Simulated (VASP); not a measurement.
# LiNbO3 (R3c) in VASP: notebook, part 2 of 2

VASP 6.6.1. The steps go on from the part before.

## 5. Single point, PBE (10.38 Å³/atom)

File INCAR:

```
SYSTEM = LiNbO3
PREC = Accurate
ENCUT = 520
EDIFF = 1E-6
ISMEAR = 0
SIGMA = 0.05
LREAL = .FALSE.
LASPH = .TRUE.
NELM = 60
ALGO = Normal
ISIF = 2
LWAVE = .FALSE.
LCHARG = .TRUE.
GGA = PE
LELF = .TRUE.
LVHAR = .TRUE.
NBANDS = 45
```

File KPOINTS:

```
Automatic mesh
0
G
  6 6 6
  0 0 0
```

File POSCAR:

```
LiNbO3
1.0
    2.6219104720      1.5137607168      4.3567412343
   -2.6219104720      1.5137607168      4.3567412343
    0.0000000000     -3.0275214336      4.3567412343
Li Nb O
2 2 6
Direct
    0.2815913687      0.2815913687      0.2815913687
    0.7815913687      0.7815913687      0.7815913687
    0.0004900497      0.0004900497      0.0004900497
    0.5004900497      0.5004900497      0.5004900497
    0.1104619503      0.3580262714      0.7211003599
    0.7211003599      0.1104619503      0.3580262714
    0.3580262714      0.7211003599      0.1104619503
    0.2211003599      0.8580262714      0.6104619503
    0.8580262714      0.6104619503      0.2211003599
    0.6104619503      0.2211003599      0.8580262714
```

Potentials or basis: VASP PAW PBE potentials, release 64 (Li_sv, Nb_sv, O).

Run with:

```console
$ cat potpaw_PBE.64/Li_sv/POTCAR potpaw_PBE.64/Nb_sv/POTCAR potpaw_PBE.64/O/POTCAR > POTCAR
$ mpirun -np 1 vasp_std > vasp.out
```

OUTCAR:

```text
SYSTEM = LiNbO3
   PREC = Accurate
   ENCUT = 520
   EDIFF = 1E-6
   ISMEAR = 0
   LREAL = .FALSE.
   LASPH = .TRUE.
   NELM = 60
   ISIF = 2
   GGA = PE

 ion  position               nearest neighbor table
   1  0.282  0.282  0.282-   8 2.09  10 2.09   9 2.09   5 2.20   7 2.20   6 2.20
   2  0.782  0.782  0.782-   7 2.09   6 2.09   5 2.09   9 2.20   8 2.20  10 2.20
   3  0.000  0.000  0.000-   5 1.87   6 1.87   7 1.87   9 2.11   8 2.11  10 2.11
   4  0.500  0.500  0.500-   9 1.87  10 1.87   8 1.87   5 2.11   7 2.11   6 2.11
   5  0.110  0.358  0.721-   3 1.87   2 2.09   4 2.11   1 2.20
   6  0.721  0.110  0.358-   3 1.87   2 2.09   4 2.11   1 2.20
   7  0.358  0.721  0.110-   3 1.87   2 2.09   4 2.11   1 2.20
   8  0.221  0.858  0.610-   4 1.87   1 2.09   3 2.11   2 2.20
   9  0.858  0.610  0.221-   4 1.87   1 2.09   3 2.11   2 2.20
  10  0.610  0.221  0.858-   4 1.87   1 2.09   3 2.11   2 2.20

  LATTYP: Found a trigonal (rhomboedric) cell.
 ALAT       =     5.3053821930
 COS(alpha) =     0.5115362254

  Lattice vectors:

[... 206 lines left out ...]
      2     -50.2686      2.00000
      3     -38.8589      2.00000
      4     -38.8560      2.00000
      5     -26.6306      2.00000
      6     -26.6306      2.00000
[... 1141 lines left out ...]
     44      13.5821      0.00000
     45      14.3056      0.00000

 [... further k-points ...]

------------------------ aborting loop because EDIFF is reached ----------------------------------------

  FORCE on cell =-STRESS in cart. coord.  units (eV):
  Direction    XX          YY          ZZ          XY          YZ          ZX
  --------------------------------------------------------------------------------------
  -------------------------------------------------------------------------------------
  Total        2.8978650      2.8978650     10.5746432      0.0000000      0.0000000      0.0000000
  in kB       44.7507822     44.7507822    163.3007569      0.0000000      0.0000000      0.0000000
  external PRESSURE =      84.2674404 kB  Pullay stress =       0.0000000 kB

 VOLUME and BASIS-vectors are now :
 -----------------------------------------------------------------------------
  energy-cutoff  :      520.00
  volume of cell :      103.75
      direct lattice vectors                 reciprocal lattice vectors
     2.621910472  1.513760717  4.356741234     0.190700638  0.110101065  0.076509785
    -2.621910472  1.513760717  4.356741234    -0.190700638  0.110101065  0.076509785
     0.000000000 -3.027521434  4.356741234     0.000000000 -0.220202129  0.076509785

 POSITION                                       TOTAL-FORCE (eV/Angst)
 -----------------------------------------------------------------------------------
      0.00000      0.00000      3.68046        -0.000000     -0.000000     -0.168864
      0.00000      0.00000     10.21557        -0.000000     -0.000000     -0.168864
      0.00000      0.00000      0.00641        -0.000000     -0.000000     -0.145392
      0.00000      0.00000      6.54152        -0.000000     -0.000000     -0.145392
     -0.64909     -1.47397      5.18273        -0.173733      0.333710      0.104752
      1.60104      0.17485      5.18273        -0.202134     -0.317312      0.104752
     -0.95195      1.29911      5.18273         0.375868     -0.016397      0.104752
     -1.66996     -0.21465      7.36110        -0.375868     -0.016397      0.104752
      0.64909      1.55355      7.36110         0.173733      0.333710      0.104752
      1.02087     -1.33891      7.36110         0.202134     -0.317312      0.104752
 -----------------------------------------------------------------------------------
    total drift:                               -0.000000      0.000000     -0.001752

  FREE ENERGIE OF THE ION-ELECTRON SYSTEM (eV)
  ---------------------------------------------------
  free  energy   TOTEN  =       -79.6982740950 eV

  energy  without entropy=      -79.6982740950  energy(sigma->0) =      -79.69827409
```

OSZICAR:

```text
N       E                     dE             d eps       ncg     rms          rms(c)
DAV:   1     0.729547087272E+03    0.72955E+03   -0.36979E+04  2880   0.160E+03
DAV:   2    -0.317576281316E+02   -0.76130E+03   -0.73606E+03  3694   0.548E+02
DAV:   3    -0.919028861808E+02   -0.60145E+02   -0.59572E+02  4240   0.142E+02
DAV:   4    -0.973238007199E+02   -0.54209E+01   -0.54065E+01  5088   0.390E+01
DAV:   5    -0.975613304048E+02   -0.23753E+00   -0.23742E+00  4368   0.607E+00    0.277E+01
DAV:   6    -0.796746165181E+02    0.17887E+02   -0.76319E+01  4144   0.535E+01    0.910E+00
DAV:   7    -0.796726424043E+02    0.19741E-02   -0.73517E+00  4504   0.153E+01    0.556E+00
DAV:   8    -0.796922142582E+02   -0.19572E-01   -0.81370E-01  4624   0.599E+00    0.156E+00
DAV:   9    -0.796928646709E+02   -0.65041E-03   -0.10478E-01  4126   0.242E+00    0.902E-01
DAV:  10    -0.796981147777E+02   -0.52501E-02   -0.28877E-02  3784   0.118E+00    0.113E-01
DAV:  11    -0.796981770560E+02   -0.62278E-04   -0.23733E-03  4408   0.275E-01    0.483E-02
DAV:  12    -0.796982689384E+02   -0.91882E-04   -0.21590E-04  4336   0.102E-01    0.150E-02
DAV:  13    -0.796982761689E+02   -0.72305E-05   -0.42231E-05  4564   0.448E-02    0.166E-02
DAV:  14    -0.796982746512E+02    0.15177E-05   -0.12626E-05  4128   0.275E-02    0.410E-03
DAV:  15    -0.796982740950E+02    0.55621E-06   -0.93898E-07  2088   0.998E-03
   1 F= -.79698274E+02 E0= -.79698274E+02  d E =-.293796E-21
```

Run time: 7.1 min. Hardware: 1 thread of Intel Xeon 8259CL, shared host; peak memory 0.31 GiB.

What came out:

* Free energy: -79.6983 eV
* Largest force: 0.391 eV/Å
* Band gap on the k mesh: 3.65 eV (least direct gap 3.71 eV)

Forces on the atoms (eV/Å):
```
Li   0.000  0.000 -0.169
Li   0.000  0.000 -0.169
Nb   0.000  0.000 -0.145
Nb   0.000  0.000 -0.145
O   -0.174  0.334  0.105
O   -0.202 -0.317  0.105
O    0.376 -0.016  0.105
O   -0.376 -0.016  0.105
O    0.174  0.334  0.105
O    0.202 -0.317  0.105
```

Caveat: the cutoff is under 1.25 times the usual one of these potentials, so pressure, stress and relaxed cells hold a basis-set (Pulay) error. A k mesh can miss the band edges.

## 6. Overview

```tsv
cell	gap on the mesh (eV)	largest force (eV/Å)
a = 5.634 Å, angles 52.4°, 10 atoms	3.72	0.99
a = 5.428 Å, angles 56.4°, 10 atoms	3.78	0.64
a = 5.493 Å, angles 55.1°, 10 atoms	3.79	0.77
a = 5.305 Å, angles 59.2°, 10 atoms	3.65	0.39
```

Alike in all rows: task single point; level PBE; potentials or basis VASP PAW PBE potentials, release 64 (Li_sv, Nb_sv, O); no spin polarisation; k mesh 6 × 6 × 6; cutoff (eV) 520; smearing gaussian 0.05 eV.

Caveats: the cutoff is under 1.25 times the usual one of these potentials, so pressure, stress and relaxed cells hold a basis-set (Pulay) error.

Total energies depend on the potentials used, so only differences within one code and one set of settings carry meaning.
